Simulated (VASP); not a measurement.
Here is a VASP 6.6.1 calculation.

The input INCAR:

```
SYSTEM = BiTe
ALGO = Normal ; EDIFF = 1E-7
ENCUT = 520 ; GGA = PE
ISIF = 2 ; ISMEAR = 0
LASPH = .True. ; LCHARG = .False.
LREAL = .False. ; LWAVE = .False.
NBANDS = 18 ; NELM = 100
PREC = Accurate ; SIGMA = 0.1
```

File KPOINTS:

```
k-points
0
Gamma
  12 12 12
  0 0 0
```

Contents of POSCAR:

```
BiTe
1.0
    0.0000000000      3.2511941648      3.2511941648
    3.2511941648      0.0000000000      3.2511941648
    3.2511941648      3.2511941648      0.0000000000
Bi Te
1 1
Direct
    0.5000000000      0.5000000000      0.5000000000
    0.0000000000      0.0000000000      0.0000000000
```

Potentials or basis: VASP PAW PBE potentials, release 64 (Bi_d, Te).

The run is started by

```console
$ cat potpaw_PBE.64/Bi_d/POTCAR potpaw_PBE.64/Te/POTCAR > POTCAR
$ mpirun -np 1 vasp_std > vasp.out
```

Q: What does it give for the pressure?

A: -0.1 GPa.

Q: Estimate the band gap on the k mesh.

A: Zero (an odd number of electrons rules out a gap without spin polarisation).

Caveat: spin-orbit coupling is left out, which moves the levels of the heavy elements.
